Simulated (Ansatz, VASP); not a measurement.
## Lu3F2 in VASP and in Ansatz

File INCAR:

```
SYSTEM = Lu3F2
PREC = Accurate
ENCUT = 600
EDIFF = 1E-7
ISMEAR = 0
SIGMA = 0.1
LREAL = .FALSE.
LASPH = .TRUE.
NELM = 80
ALGO = Normal
ISIF = 3
LWAVE = .FALSE.
LCHARG = .FALSE.
GGA = PE
IBRION = 2
NSW = 90
EDIFFG = -0.04
```

The input KPOINTS:

```
regular mesh
0
G
  4 4 4
  0 0 0
```

POSCAR

```
Lu3F2
1.0
    4.5492359900      0.0000000000      0.0000000000
    0.0000000000      4.5492359900      0.0000000000
    0.0000000000      0.0000000000      4.5492359900
Lu F
3 2
Direct
    0.5000000000      0.0000000000      0.0000000000
    0.0000000000      0.5000000000      0.0000000000
    0.0000000000      0.0000000000      0.5000000000
    0.0000000000      0.0000000000      0.0000000000
    0.5000000000      0.5000000000      0.5000000000
```

Input for Ansatz:

```yaml
crystal:
  lattice:
    - [4.54923599, 0.0, 0.0]
    - [0.0, 4.54923599, 0.0]
    - [0.0, 0.0, 4.54923599]
  atoms:
    - { symbol: Lu, position: [0.5, 0.0, 0.0] }
    - { symbol: Lu, position: [0.0, 0.5, 0.0] }
    - { symbol: Lu, position: [0.0, 0.0, 0.5] }
    - { symbol: F, position: [0.0, 0.0, 0.0] }
    - { symbol: F, position: [0.5, 0.5, 0.5] }
basis:
  ecutwfc: 420
kpoints:
  mp_grid: { grid: [4, 4, 4] }
hamiltonian:
  xc: pbe
scf:
  occupations: { method: gaussian, width: 0.1 }
  lower_state_search: "off"
output:
  forces: true
  stress: true
  eigenvalues: true
relax:
  adjacent_minimum: "off"
  f_tol: 0.04
  max_steps: 70
  cell: { stress_tol: 0.4 }
```

Alike in both runs: task relaxation of cell and atoms; functional PBE; k mesh 4 × 4 × 4; occupations gaussian, width 0.1 eV; no spin polarisation.

|  | VASP | Ansatz |
| --- | --- | --- |
| version | VASP 6.6.1 | Ansatz 0.2.0 |
| potentials or method | VASP PAW PBE potentials, release 64 (Lu, F), cutoff 600 eV | scalar-relativistic, plane waves, PAW |
| valence electrons in the cell | 89 | 89 |

```tsv
	VASP	Ansatz	Ansatz less VASP
gap on the k mesh at the Fermi level, each at its own relaxed structure (eV)	none	none	-
relaxed volume (Å³/atom)	22.88	22.75	-0.128
relaxed length of the cell vector where the two differ most in proportion (Å)	4.854	4.845	-0.0091
```

A gap of «none» marks a metal or a gap that the smearing closes.

Neither program's run includes spin-orbit coupling. Noted on VASP's run: the volume moved by over 15 % at a fixed basis, so the end points are rough.
